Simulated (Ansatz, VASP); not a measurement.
# One calculation of P, two programs

```xyz
4
Lattice="3.2849 0.0000 0.0000 0.0000 4.2930 0.0000 0.0000 0.0000 18.1296" Properties=species:S:1:pos:R:3 pbc="T T T"
P     0.0000    0.3323    8.0000
P     1.6424    1.8142    8.0000
P     1.6424    2.4788   10.1296
P     0.0000    3.9607   10.1296
```

Alike in both runs: task single point; functional HSE06; k mesh 6 × 4 × 1; occupations gaussian, width 0.03 eV; no spin polarisation.

|  | VASP | Ansatz |
| --- | --- | --- |
| version | VASP 6.6.1 | Ansatz 0.2.0 |
| potentials or method | VASP PAW PBE potentials, release 64 (P), cutoff 400 eV | scalar-relativistic, plane waves, PAW |
| valence electrons in the cell | 20 | 20 |

```tsv
	VASP	Ansatz	Ansatz less VASP
gap on the k mesh at the Fermi level (eV)	1.23	1.21	-0.020
least direct gap on the mesh (eV)	1.23	1.21	-0.020
```

The functional is the same, so the differences come from potentials, cutoffs and numerics. Ansatz's warnings: xc potential rough in thin density.
